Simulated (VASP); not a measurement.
Wanted: the native input for a VASP 6.6.1 run.

* Task: single point
* Functional: PBE
* Potentials or basis: VASP PAW PBE potentials, release 64 (Os)
* Cutoff: 520 eV
* k mesh: 17 × 17 × 17
* Occupations: fermi-dirac, width 0.1 eV
* Spin: no spin polarisation
* Dipole correction: no
* Further INCAR settings: ALGO = Normal; EDIFF = 1e-07; NBANDS = 10

The structure of Os lies in POSCAR:

```
Os
1.0
    0.0000000000      1.6959354110      1.6959354110
    1.6959354110      0.0000000000      1.6959354110
    1.6959354110      1.6959354110      0.0000000000
Os
1
Direct
    0.0000000000      0.0000000000      0.0000000000
```

This cell differs from its parent crystal: volume scaled by 0.68.

The input as run:

INCAR

```
PREC = Accurate
ENCUT = 520
EDIFF = 1E-7
ISMEAR = -1
SIGMA = 0.1
LREAL = F
LASPH = T
NELM = 80
ALGO = Normal
ISIF = 2
LWAVE = F
LCHARG = F
GGA = PE
NBANDS = 10
```

KPOINTS

```
Automatic mesh
0
Gamma
  17 17 17
```

Potentials or basis: VASP PAW PBE potentials, release 64 (Os).

The run is started by

```sh
$ cat potpaw_PBE.64/Os/POTCAR > POTCAR
$ mpirun -np 1 vasp_std > vasp.out
```

Results of the run:

The pressure is 382.1 GPa. The band gap on the k mesh is zero (band 4 reaches 20.14 eV, above the bottom of band 5 at 12.98 eV).

Caveat: spin-orbit coupling is left out, which moves the levels of the heavy elements.

Run time: 30 s on 1 thread of AMD EPYC 7R13, on a shared host, peak memory 0.1 GiB.
